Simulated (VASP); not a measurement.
Wanted: the native input for a VASP 6.6.1 run.

- Task: single point
- Functional: PBE
- Potentials or basis: VASP PAW PBE potentials, release 64 (Si)
- Cutoff: 520 eV
- k mesh: 4 × 4 × 4
- Occupations: gaussian, width 0.1 eV
- Spin: no spin polarisation
- Dipole correction: no
- Further INCAR settings: ALGO = Normal; EDIFF = 1e-06; NBANDS = 21

The structure of Si lies in POSCAR:

```
Si
1.0
    2.8019561825     -2.5369500424      0.0000000000
    2.8019561825      2.5369500424      0.0000000000
    0.0000000000      0.0000000000      7.0006771486
Si
6
Direct
    0.0620356837      0.3719037042      0.2500000000
    0.9379643163      0.6280962958      0.7500000000
    0.5000000000      0.5000000000      0.5000000000
    0.5000000000      0.5000000000      0.0000000000
    0.6280962958      0.9379643163      0.2500000000
    0.3719037042      0.0620356837      0.7500000000
```

The input as run:

INCAR

```
SYSTEM = Si
PREC = Accurate
ENCUT = 520
EDIFF = 1E-6
ISMEAR = 0
SIGMA = 0.1
LREAL = .False.
LASPH = .True.
NELM = 60
ALGO = Normal
ISIF = 2
LWAVE = .False.
LCHARG = .True.
GGA = PE
LELF = .True.
LVHAR = .True.
NBANDS = 21
```

KPOINTS

```
regular mesh
0
Gamma
  4 4 4
  0 0 0
```

Potentials or basis: VASP PAW PBE potentials, release 64 (Si).

Run with:

```sh
$ cat potpaw_PBE.64/Si/POTCAR > POTCAR
$ mpirun -np 1 vasp_std > vasp.out
```

Results of the run:

The pressure is -0.1 GPa. The band gap on the k mesh is zero (band 12 reaches 8.62 eV, above the bottom of band 13 at 6.96 eV).

Caveat: the k points lie up to 0.42 Å⁻¹ apart.

It took 35 s on 1 thread of Intel(R) Xeon(R) Platinum 8259CL CPU @ 2.50GHz (Skylake/Cascade Lake), on a shared host, peak memory 0.19 GiB.
